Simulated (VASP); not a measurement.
**PdPtSe4: single point with PBE**

The system is PdPtSe4.

```
Pd Pt Se
1.0
     3.79321    0.00000    0.00000
    -1.89660    3.28501    0.00000
     0.00000    0.00000   10.30540
Pd Pt Se
1 1 4
Cartesian
  0.0000 0.0000 5.1527
  0.0000 0.0000 0.0000
  0.0000 2.1900 1.2900
  0.0000 2.1900 6.4378
  1.8966 1.0950 3.8676
  1.8966 1.0950 9.0154
```

| Property | Result |
| --- | --- |
| Program | VASP 6.6.1 |
| Task | single point |
| Functional | PBE |
| Potentials or basis | VASP PAW PBE potentials, release 64 (Pd, Pt, Se) |
| Cutoff | 520 eV |
| k mesh | 12 × 12 × 4 |
| Occupations | gaussian, width 0.1 eV |
| Spin | no spin polarisation |
| Dipole correction | no |
| Further INCAR settings | ALGO = Normal; EDIFF = 1e-06; NBANDS = 31 |

* Pressure: 0.0 GPa
* Largest force: 0.010 eV/Å
* Band gap on the k mesh: zero (band 22 reaches 6.08 eV, above the bottom of band 23 at 5.38 eV)

Forces on the atoms (eV/Å):
```
Pd   0.000  0.000  0.000
Pt   0.000  0.000  0.000
Se   0.000  0.000  0.008
Se   0.000  0.000  0.010
Se   0.000  0.000 -0.010
Se   0.000  0.000 -0.008
```

Levels at points of the mesh, in eV from the Fermi level:
```csv
k point,band 19,band 20,band 21,band 22,band 23,band 24,band 25,band 26
"(0.00, 0.00, 0.00)",-1.21,-0.68,-0.68,0.62,1.21,1.21,2.04,2.04
"(0.50, 0.00, 0.00)",-2.86,-2.53,-2.33,-1.05,0.48,0.84,1.38,2.09
"(0.00, 0.00, 0.50)",-0.79,-0.79,-0.51,-0.49,1.41,1.41,1.86,1.86
"(0.50, 0.00, 0.50)",-2.82,-2.54,-1.96,-1.82,0.96,1.25,1.41,1.65
```

Wall time 4.7 min on 1 thread of Intel Xeon 6975P-C, with other jobs on the host, peak memory 0.43 GiB.

Caveat: spin-orbit coupling is left out, which moves the levels of the heavy elements.
